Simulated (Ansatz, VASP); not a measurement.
**WSe2: VASP beside Ansatz**

File INCAR:

```
SYSTEM = WSe2
PREC = Accurate ; ENCUT = 520
EDIFF = 1E-7 ; ISMEAR = 0
SIGMA = 0.05 ; LREAL = .False.
LASPH = .True. ; NELM = 100
ALGO = Normal ; ISIF = 2
LWAVE = .False. ; LCHARG = .False.
GGA = PE ; IVDW = 12
NBANDS = 35
```

Contents of KPOINTS:

```
Automatic mesh
0
Gamma
  12 12 2
  0 0 0
```

The input POSCAR:

```
WSe2
1.0
    3.1806567324      0.0000000000      0.0000000000
   -1.5903283662      2.7545295310      0.0000000000
    0.0000000000      0.0000000000     12.7886113051
W Se
2 4
Direct
    0.3333333333      0.6666666667      0.2500000000
    0.6666666667      0.3333333333      0.7500000000
    0.3333333333      0.6666666667      0.6182912222
    0.6666666667      0.3333333333      0.1182912222
    0.3333333333      0.6666666667      0.8817087778
    0.6666666667      0.3333333333      0.3817087778
```

Input for Ansatz:

```yaml
crystal:
  lattice:
    - [3.1806567324, 0.0, 0.0]
    - [-1.5903283662, 2.754529531, 0.0]
    - [0.0, 0.0, 12.7886113051]
  atoms:
    - { symbol: W, position: [0.3333333333, 0.6666666667, 0.25] }
    - { symbol: W, position: [0.6666666667, 0.3333333333, 0.75] }
    - { symbol: Se, position: [0.3333333333, 0.6666666667, 0.6182912222] }
    - { symbol: Se, position: [0.6666666667, 0.3333333333, 0.1182912222] }
    - { symbol: Se, position: [0.3333333333, 0.6666666667, 0.8817087778] }
    - { symbol: Se, position: [0.6666666667, 0.3333333333, 0.3817087778] }
basis:
  ecutwfc: 420
kpoints:
  mp_grid: { grid: [12, 12, 2] }
hamiltonian:
  xc: pbe
  dispersion: d3bj
scf:
  occupations: { method: gaussian, width: 0.05 }
output:
  forces: true
  stress: true
  eigenvalues: true
  write_density: true
  write_potential: true
  elf: true
  volumetric_format: npy
```

Change from the starting cell: strain -0.0300 x Voigt [1, 1, 0, 0, 0, 0], atoms carried along.

Alike in both runs: task single point; functional PBE; dispersion D3(BJ); k mesh 12 × 12 × 2; occupations gaussian, width 0.05 eV; no spin polarisation.

|  | VASP | Ansatz |
| --- | --- | --- |
| version | VASP 6.6.1 | Ansatz 0.2.0 |
| potentials or method | VASP PAW PBE potentials, release 64 (W_sv, Se), cutoff 520 eV | scalar-relativistic, plane waves, PAW |
| valence electrons in the cell | 52 | 92 |

VASP gave:

- gap on the k mesh at the Fermi level (eV): 0.94
- least direct gap on the mesh (eV): 1.83
- pressure (GPa): 9.8
- traceless stress, the component that is largest in VASP (GPa): -2.35
- rms of the force components (eV/Å): 0.359

Q: Estimate Ansatz's values.

A: gap on the k mesh at the Fermi level (eV): 0.94; least direct gap on the mesh (eV): 1.83; pressure (GPa): 9.4; traceless stress, the component that is largest in VASP (GPa): -2.47; rms of the force components (eV/Å): 0.331.

Atom by atom the forces differ by 0.028 eV/Å (rms over components). VASP's potentials hold 52 valence electrons a cell and Ansatz's 92, so a difference there can come from the potentials and not from the codes.

Spin-orbit coupling is off throughout.
